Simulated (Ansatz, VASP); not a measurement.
**One calculation of Se, two programs**

Contents of POSCAR:

```
Se
1.0
    4.1432728880      0.0000000000      0.0000000000
   -2.0716364440      3.5881795758      0.0000000000
    0.0000000000      0.0000000000      5.0408504852
Se
3
Direct
    0.2380677005      0.0000000000      0.3333333333
    0.0000000000      0.2380677005      0.6666666667
    0.7619322995      0.7619322995      0.0000000000
```

INCAR.step1

```
ALGO     = Normal         # electronic algorithm
EDIFF    = 1E-4           # SCF threshold, eV
ENCUT    = 520            # plane-wave cutoff, eV
GGA      = PE             # functional
ISMEAR   = 0              # smearing method
LASPH    = True           # aspherical terms in the spheres
LCHARG   = False          # write CHGCAR
LREAL    = False          # projectors in reciprocal space
LWAVE    = True           # write WAVECAR
NBANDS   = 16             # bands
NELM     = 100            # most SCF steps
PREC     = Accurate       # precision mode
SIGMA    = 0.01           # smearing width, eV
```

File INCAR.step2:

```
ALGO     = Normal         # electronic algorithm
EDIFF    = 1E-7           # SCF threshold, eV
ENCUT    = 520            # plane-wave cutoff, eV
ISIF     = 2              # what is computed and relaxed
ISMEAR   = 0              # smearing method
ISTART   = 1            
LASPH    = True           # aspherical terms in the spheres
LCHARG   = True           # write CHGCAR
LELF     = True           # ELF
LMIXTAU  = True         
LREAL    = False          # projectors in reciprocal space
LVHAR    = True         
LWAVE    = False          # write WAVECAR
METAGGA  = R2SCAN         # meta-GGA
NBANDS   = 16             # bands
NELM     = 100            # most SCF steps
PREC     = Accurate       # precision mode
SIGMA    = 0.01           # smearing width, eV
```

Contents of KPOINTS:

```
k-points
0
Gamma
  12 12 6
```

Input for Ansatz:

```yaml
crystal:
  lattice:
    - [4.143272888, 0.0, 0.0]
    - [-2.071636444, 3.5881795758, 0.0]
    - [0.0, 0.0, 5.0408504852]
  atoms:
    - { symbol: Se, position: [0.2380677005, 0.0, 0.3333333333] }
    - { symbol: Se, position: [0.0, 0.2380677005, 0.6666666667] }
    - { symbol: Se, position: [0.7619322995, 0.7619322995, 0.0] }
kpoints:
  mp_grid: { grid: [12, 12, 6] }
  band_path:
    path:
      - [0.0, 0.0, 0.0]
      - [0.5, 0.0, 0.0]
      - [0.3333333333, 0.3333333333, 0.0]
      - [0.0, 0.0, 0.5]
      - [0.5, 0.0, 0.5]
      - [0.3333333333, 0.3333333333, 0.5]
      - [0.35, 0.3, 0.5]
      - [0.213542, 0.393229, -0.5]
    npoints: 1
hamiltonian:
  xc: r2scan
scf:
  occupations: { method: fixed }
  n_extra_bands: 4
output:
  forces: true
  stress: true
  eigenvalues: true
  write_density: true
  write_potential: true
  elf: true
  volumetric_format: npy
```

Change from the starting cell: biaxial_xy strain -3.5%.

Alike in both runs: task single point; functional r2SCAN; k mesh 12 × 12 × 6; no spin polarisation.

```csv
,VASP,Ansatz
version,VASP 6.6.1,Ansatz 0.2.0
potentials or method,"VASP PAW PBE potentials, release 64 (Se)","plane waves, PAW"
plane-wave cutoff (eV),520,500
occupations,"gaussian, width 0.01 eV",fixed
valence electrons in the cell,18,48
```

```csv
,VASP,Ansatz,Ansatz less VASP
gap on the k mesh at the Fermi level (eV),0.90,0.91,+0.011
pressure (GPa),2.5,2.5,+0.03
"traceless stress, the component that is largest in VASP (GPa)",0.14,0.15,+0.010
rms of the force components (eV/Å),0.021,0.024,+0.0032
```

VASP's potentials were made for PBE, not for r2SCAN. Atom by atom the forces differ by 0.003 eV/Å (rms over components). VASP's potentials hold 18 valence electrons a cell and Ansatz's 48, so a difference there can come from the potentials and not from the codes.
